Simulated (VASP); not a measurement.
# Sb (P4/mmm) in VASP: single point with PBEsol

Aim: the single point of Sb with PBEsol.

All numbers are computed with VASP 6.6.1; they aren't measurements. Logs are shortened: lines on timing, memory, paths and dates and some standing lists are left out, and cuts for length are marked.

**1. The cell of the first run**

Symmetry: P4/mmm, No. 123, tetragonal system. The conventional cell has a = 3.318 Å, b = 3.318 Å, c = 3.002 Å, α = 90.00°, β = 90.00°, γ = 90.00°. Sb (site symmetry 4/mmm) has 6 Sb at 3.00 to 3.32 Å within 4.0 Å.

**2. Single point, PBEsol (strain +0.050 along x and y, -0.050 along z)**

The input, INCAR:

```
  PREC = Accurate
  ENCUT = 520
  EDIFF = 1E-6
  ISMEAR = 0
  SIGMA = 0.15
  LREAL = F
  LASPH = T
  NELM = 80
  ALGO = Normal
  ISIF = 2
  LWAVE = F
  LCHARG = F
  GGA = PS
  NBANDS = 8
```

The input, KPOINTS:

```
Automatic mesh
0
Gamma
  16 16 16
```

The input, POSCAR:

```
Sb
1.0
    3.3180000000      0.0000000000      0.0000000000
    0.0000000000      3.3180000000      0.0000000000
    0.0000000000      0.0000000000      3.0020000000
Sb
1
Direct
    0.0000000000      0.0000000000      0.0000000000
```

Potentials or basis: VASP PAW PBE potentials, release 64 (Sb).

On the command line:

```sh
> cat potpaw_PBE.64/Sb/POTCAR > POTCAR
> mpirun -np 1 vasp_std > vasp.out
```

OUTCAR:

```text
PREC = Accurate
   ENCUT = 520
   EDIFF = 1E-6
   ISMEAR = 0
   LREAL = F
   LASPH = T
   NELM = 80
   ISIF = 2
   GGA = PS

 ion  position               nearest neighbor table
   1  0.000  0.000  0.000-

  LATTYP: Found a simple tetragonal cell.
 ALAT       =     3.3180000000
 C/A-ratio  =     0.9047619048

  Lattice vectors:

 A1 = (   3.3180000000,   0.0000000000,   0.0000000000)
 A2 = (   0.0000000000,   3.3180000000,   0.0000000000)
 A3 = (   0.0000000000,   0.0000000000,   3.0020000000)

Analysis of symmetry for initial positions (statically):
=====================================================================
 Subroutine PRICEL returns:
 Original cell was already a primitive cell.

 Routine SETGRP: Setting up the symmetry group for a
 simple tetragonal supercell.

 Subroutine GETGRP returns: Found 16 space group operations
 (whereof 16 operations were pure point group operations)
 out of a pool of 16 trial point group operations.

The static configuration has the point symmetry D_4h.

Analysis of symmetry for dynamics (positions and initial velocities):
=====================================================================
 Subroutine PRICEL returns:
 Original cell was already a primitive cell.

 Routine SETGRP: Setting up the symmetry group for a
 simple tetragonal supercell.

 Subroutine GETGRP returns: Found 16 space group operations
 (whereof 16 operations were pure point group operations)
 out of a pool of 16 trial point group operations.

The dynamic configuration has the point symmetry D_4h.

 Subroutine INISYM returns: Found 16 space group operations
 (whereof 16 operations are pure point group operations),
 and found     1 'primitive' translations

----------------------------------------------------------------------------------------

                                     Primitive cell

  volume of cell :      33.0494

  direct lattice vectors                    reciprocal lattice vectors
     3.318000000  0.000000000  0.000000000     0.301386377  0.000000000  0.000000000
     0.000000000  3.318000000  0.000000000     0.000000000  0.301386377  0.000000000
     0.000000000  0.000000000  3.002000000     0.000000000  0.000000000  0.333111259

  length of vectors
     3.318000000  3.318000000  3.002000000     0.301386377  0.301386377  0.333111259

  position of ions in fractional coordinates (direct lattice)
     0.000000000  0.000000000  0.000000000

  ion indices of the primitive-cell ions
   primitive index   ion index
                 1           1
[... 70 lines left out ...]
   ENCUT  =  520.0 eV  38.22 Ry    6.18 a.u.   6.17  6.17  5.58*2*pi/ulx,y,z
   NELM   =     80;   NELMIN=  2; NELMDL= -5     # of ELM steps
   EDIFF  = 0.1E-05   stopping-criterion for ELM
   LREAL  =      F    real-space projection
   EDIFFG = 0.1E-04   stopping-criterion for IOM
   NSW    =      0    number of steps for IOM
   IBRION =     -1    ionic relax: 0-MD 1-quasi-New 2-CG
   NFREE  =      0    steps in history (QN), initial steepest desc. (CG)
   ISIF   =      2    stress and relaxation
   ISYM   =      2    0-nonsym 1-usesym 2-fastsym
   POTIM  = 0.5000    time-step for ionic-motion
   TEBEG  =    0.0;   TEEND  =   0.0 temperature during run
   PSTRESS=    0.0 pullay stress
   NELECT =       5.0000    total number of electrons
   NUPDOWN=      -1.0000    fix difference up-down
   EMIN   =  10.00;   EMAX   =-10.00  energy-range for DOS
   EFERMI =   0.00;   METHOD = LEGACY
   ISMEAR =     0;   SIGMA  =   0.15  broadening in eV -4-tet -1-fermi 0-gaus
   EFERMI_NEDOS =   21; number of points for ismear=-14 and -15
   IALGO  =     38    algorithm
   IMIX   =      4    mixing-type and parameters
     AMIX     =   0.40;   BMIX     =  1.00
     AMIX_MAG =   1.60;   BMIX_MAG =  1.00
  volume/ion in A,a.u.               =      33.05       223.03
  Fermi-wavevector in a.u.,A,eV,Ry     =   0.872322  1.648450 10.353303  0.760946
  Thomas-Fermi vector in A             =   1.991555
   LORBIT       =      0    0 simple, 1 ext, 2 COOP (PROOUT), +10 PAW based schemes
   GGA     = PS    functional components
   LHFCALC =     F    Hartree Fock is set to
   AEXX    =    0.0000 exact exchange contribution
   IVDW    =     0    specifies the selected vdW correction
   LEPSILON=     F    determine dielectric tensor
   LRPA    =     F    only Hartree local field effects (RPA)
 non-spin polarized calculation
 Gauss-broadening in eV      SIGMA  =   0.15
  energy-cutoff  :      520.00
  volume of cell :       33.05
 maximum number of plane-waves:       928
 NGX is ok and might be reduce to    28
   NGX = 13   NGY = 13   NGZ = 11

 number of electron       5.0000001 magnetization

 Free energy of the ion-electron system (eV)
  ---------------------------------------------------
  ext. energy  EPLUGINS =         0.00000000
  ---------------------------------------------------
  free energy    TOTEN  =        -4.38404647 eV

  energy without entropy =       -4.37828467  energy(sigma->0) =       -4.38116557

 E-fermi :   5.7393     XC(G=0):  -9.3182

 val. band max:        5.7392997065   @ k =   0.3125   0.3125   0.4375
 cond. band min:       5.7526171161   @ k =   0.3125   0.0000   0.2500
 fundamental gap:      0.0133174096
 Fermi energy:         5.7393232333

 k-point     1 :       0.0000    0.0000    0.0000
  band No.  band energies     occupation
      1      -5.9798      2.00000
      2       7.8940      0.00000
      3       7.8940      0.00000
      4      10.5788      0.00000
      5      11.9641      0.00000
      6      12.0244      0.00000
      7      14.6639      0.00000
      8      21.9460      0.00000
[... 243 lines left out ...]
 k-point    24 :       0.5000    0.1250    0.0000
  band No.  band energies     occupation
      1      -4.0996      2.00000
      2       1.0638      2.00000
      3       7.7026      0.00000
      4      12.1728      0.00000
      5      13.0787      0.00000
      6      15.5744      0.00000
      7      17.6108      0.00000
      8      18.2687      0.00000

 [... further k-points ...]
[... 5 lines left out ...]
  --------------------------------------------------------------------------------------
  -------------------------------------------------------------------------------------
  Total       -1.7642083     -1.7642083      0.0855692      0.0000000     -0.0000000      0.0000000
  in kB      -85.5257701    -85.5257701      4.1482455      0.0000000     -0.0000000      0.0000000
  external PRESSURE =     -55.6344315 kB  Pullay stress =       0.0000000 kB

 VOLUME and BASIS-vectors are now :
 -----------------------------------------------------------------------------
  energy-cutoff  :      520.00
  volume of cell :       33.05
      direct lattice vectors                 reciprocal lattice vectors
     3.318000000  0.000000000  0.000000000     0.301386377  0.000000000  0.000000000
     0.000000000  3.318000000  0.000000000     0.000000000  0.301386377  0.000000000
     0.000000000  0.000000000  3.002000000     0.000000000  0.000000000  0.333111259

 POSITION                                       TOTAL-FORCE (eV/Angst)
 -----------------------------------------------------------------------------------
      0.00000      0.00000      0.00000         0.000000      0.000000      0.000000
 -----------------------------------------------------------------------------------
    total drift:                                0.000000     -0.000000      0.000000

  FREE ENERGIE OF THE ION-ELECTRON SYSTEM (eV)
  ---------------------------------------------------
  free  energy   TOTEN  =        -4.3840464668 eV

  energy  without entropy=       -4.3782846672  energy(sigma->0) =       -4.38116557
```

stdout:

```text
POSCAR found type information on POSCAR Sb
 POSCAR found :  1 types and       1 ions
 scaLAPACK will be used
 -----------------------------------------------------------------------------
|                                                                             |
|                                                                             |
|     You enforced a specific xc type in the INCAR file but a different       |
|     I HOPE YOU KNOW WHAT YOU ARE DOING!                                     |
|                                                                             |
 -----------------------------------------------------------------------------

 LDA part: xc-table for (Slater+PW92), standard interpolation
 POSCAR, INCAR and KPOINTS ok, starting setup
 FFT: planning ... GRIDC
 FFT: planning ... GRID_SOFT
 FFT: planning ... GRID
 WAVECAR not read
 entering main loop
```

Wall time 38 s (1 thread of AMD EPYC 9R45 (Zen 5), shared host); peak memory 0.2 GiB.

What came out:

| Item | Value |
| --- | --- |
| Free energy | -4.3840 eV |
| Pressure | -5.6 GPa |

Caveat: the cell differs from its parent crystal (strain +0.050 along x and y, -0.050 along z); the PAW data sets were made with another functional, which shifts forces and pressure a little; spin-orbit coupling is left out, which moves the levels of the heavy elements.
